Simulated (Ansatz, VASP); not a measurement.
**ZrOF2 in VASP and in Ansatz**

The input INCAR:

```
SYSTEM = ZrOF2
PREC = Accurate ; ENCUT = 520
EDIFF = 1E-7 ; ISMEAR = 0
SIGMA = 0.1 ; LREAL = .False.
LASPH = .True. ; NELM = 80
ALGO = Normal ; ISIF = 2
LWAVE = .False. ; LCHARG = .False.
GGA = PE ; NBANDS = 24
```

File KPOINTS:

```
Automatic mesh
0
Gamma
  6 6 4
  0 0 0
```

Contents of POSCAR:

```
ZrOF2
1.0
    3.0454084400      0.0000000000      0.0000000000
    0.0000000000      3.0454084400      0.0000000000
    0.0000000000      0.0000000000      4.2893733000
Zr O F
1 1 2
Direct
    0.5000000000      0.5000000000      0.5000000000
    0.0000000000      0.0000000000      0.0000000000
    0.5000000000      0.0000000000      0.7382648000
    0.0000000000      0.5000000000      0.2617352000
```

Input for Ansatz:

```yaml
crystal:
  lattice:
    - [3.04540844, 0.0, 0.0]
    - [0.0, 3.04540844, 0.0]
    - [0.0, 0.0, 4.2893733]
  atoms:
    - { symbol: Zr, position: [0.5, 0.5, 0.5] }
    - { symbol: O, position: [0.0, 0.0, 0.0] }
    - { symbol: F, position: [0.5, 0.0, 0.7382648] }
    - { symbol: F, position: [0.0, 0.5, 0.2617352] }
basis:
  ecutwfc: 420
kpoints:
  mp_grid: { grid: [6, 6, 4] }
hamiltonian:
  xc: pbe
scf:
  occupations: { method: gaussian, width: 0.1 }
  lower_state_search: "off"
output:
  forces: true
  stress: true
  eigenvalues: true
```

Change from the starting cell: species swapped into the AlGaN2 type (P-4m2, No. 115).

Alike in both runs: task single point; functional PBE; k mesh 6 × 6 × 4; occupations gaussian, width 0.1 eV; no spin polarisation.

|  | VASP | Ansatz |
| --- | --- | --- |
| version | VASP 6.6.1 | Ansatz 0.2.0 |
| potentials or method | VASP PAW PBE potentials, release 64 (Zr_sv, O, F), cutoff 520 eV | scalar-relativistic, plane waves, PAW |
| valence electrons in the cell | 32 | 32 |

|  | VASP | Ansatz | Ansatz less VASP |
| --- | --- | --- | --- |
| gap on the k mesh at the Fermi level (eV) | none | none | - |
| rms of the force components (eV/Å) | 0.145 | 0.032 | -0.1129 |

Atom by atom the forces differ by 0.113 eV/Å (rms over components). A gap of «none» marks a metal or a gap that the smearing closes. The functional is the same, so the differences come from potentials, cutoffs and numerics.

The k mesh is coarse, so the values compare programs but aren't converged.
